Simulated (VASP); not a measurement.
A run of VASP 6.6.1:

INCAR

```
SYSTEM = InAs
ALGO = Normal ; EDIFF = 1E-7
ENCUT = 520 ; GGA = PE
GGA_COMPAT = .False. ; ISIF = 2
ISMEAR = -1 ; LASPH = .True.
LCHARG = .False. ; LORBIT = 11
LORBMOM = .True. ; LREAL = .False.
LSORBIT = .True. ; LWAVE = .False.
MAGMOM = 0 0 0 0 0 0 ; NBANDS = 30
NELM = 150 ; PREC = Accurate
SIGMA = 0.02
```

KPOINTS

```
k-points
0
Gamma
  8 8 8
  0 0 0
```

The input POSCAR:

```
InAs
1.0
    0.0000000000      3.0545904709      3.0545904709
    3.0545904709      0.0000000000      3.0545904709
    3.0545904709      3.0545904709      0.0000000000
In As
1 1
Direct
    0.0000000000      0.0000000000      0.0000000000
    0.2500000000      0.2500000000      0.2500000000
```

Potentials or basis: VASP PAW PBE potentials, release 64 (In_d, As).

The run is started by

```sh
$ cat potpaw_PBE.64/In_d/POTCAR potpaw_PBE.64/As/POTCAR > POTCAR
$ mpirun -np 1 vasp_ncl > vasp.out
```

Hardware: 1 thread of Intel(R) Xeon(R) Platinum 8488C (Sapphire Rapids) (shared host).

Problem. How long does it take, and how much memory?

Solution. Wall time 2.1 min on 1 thread of Intel(R) Xeon(R) Platinum 8488C (Sapphire Rapids), with other jobs on the host, peak memory 0.37 GiB. Counts: scf iterations 14, k points 43.
